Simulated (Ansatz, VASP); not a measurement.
**La: VASP beside Ansatz**

```
La
1.0
    -1.92964    1.92964    1.92964
     1.92964   -1.92964    1.92964
     1.92964    1.92964   -1.92964
La
1
Direct
  0.00000 0.00000 0.00000
```

Change from the starting cell: volume scaled by 0.76, PAW files.

Alike in both runs: task single point; functional PBE; k mesh 13 × 13 × 13; occupations fermi-dirac, width 0.08 eV; no spin polarisation.

|  | VASP | Ansatz |
| --- | --- | --- |
| version | VASP 6.6.1 | Ansatz 0.2.0 |
| potentials or method | VASP PAW PBE potentials, release 64 (La) | PAW with Ansatz's default frozen-core files, scalar-relativistic |
| plane-wave cutoff (eV) | 520 | 420 |
| valence electrons in the cell | 11 | 11 |

|  | VASP | Ansatz | Ansatz less VASP |
| --- | --- | --- | --- |
| pressure (GPa) | 10.2 | 10.1 | -0.08 |

The functional is the same, so the differences come from potentials, cutoffs and numerics.

Spin-orbit coupling is off throughout.
